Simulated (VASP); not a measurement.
Cs, 2 atoms in the cell. It takes space group P6_3/mmc (No. 194, hexagonal). The conventional cell has a = 5.566 Å, b = 5.566 Å, c = 9.258 Å, α = 90.00°, β = 90.00°, γ = 120.00°. 

| Property | Result |
| --- | --- |
| Program | VASP 6.6.1 |
| Task | single point |
| Functional | PBE |
| Potentials or basis | VASP PAW PBE potentials, release 64 (Cs_sv) |
| Cutoff | 520 eV |
| k mesh | 3 × 3 × 2 |
| Occupations | gaussian, width 0.1 eV |
| Spin | no spin polarisation |
| Dipole correction | no |
| Further INCAR settings | ALGO = Fast; EDIFF = 1e-06; NBANDS = 16 |

Potentials or basis: VASP PAW PBE potentials, release 64 (Cs_sv).

The run is started by

```sh
$ cat potpaw_PBE.64/Cs_sv/POTCAR > POTCAR
$ mpirun -np 1 vasp_std > vasp.out
```

Hardware: 1 thread of Intel Xeon 8259CL, on a shared host.

How long does it take, and how much memory?

Run time: 54 s on 1 thread of Intel Xeon 8259CL (shared host), peak memory 0.33 GiB. Counts: scf iterations 11, k points 6.
